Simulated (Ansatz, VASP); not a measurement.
**One calculation of ZnS, two programs**

```
Zn S
1.0
     3.94637    0.00000    0.00000
    -1.97319    3.41766    0.00000
     0.00000    0.00000    5.88005
Zn S
2 2
Direct
  0.33333 0.66667 0.25000
  0.66667 0.33333 0.75000
  0.66667 0.33333 0.25000
  0.33333 0.66667 0.75000
```

Alike in both runs: task single point; functional PBE; k mesh 12 × 12 × 4; no spin polarisation.

```csv
,VASP,Ansatz
version,VASP 6.6.1,Ansatz 0.2.0
potentials or method,"VASP PAW PBE potentials, release 64 (Zn, S)","plane waves, PAW"
plane-wave cutoff (eV),520,420
occupations,"gaussian, width 0.01 eV",fixed
valence electrons in the cell,36,36
```

```csv
,VASP,Ansatz,Ansatz less VASP
gap on the k mesh at the Fermi level (eV),1.44,1.44,-0.001
pressure (GPa),2.2,2.1,-0.17
"traceless stress, the component that is largest in VASP (GPa)",-0.88,-0.74,+0.137
```
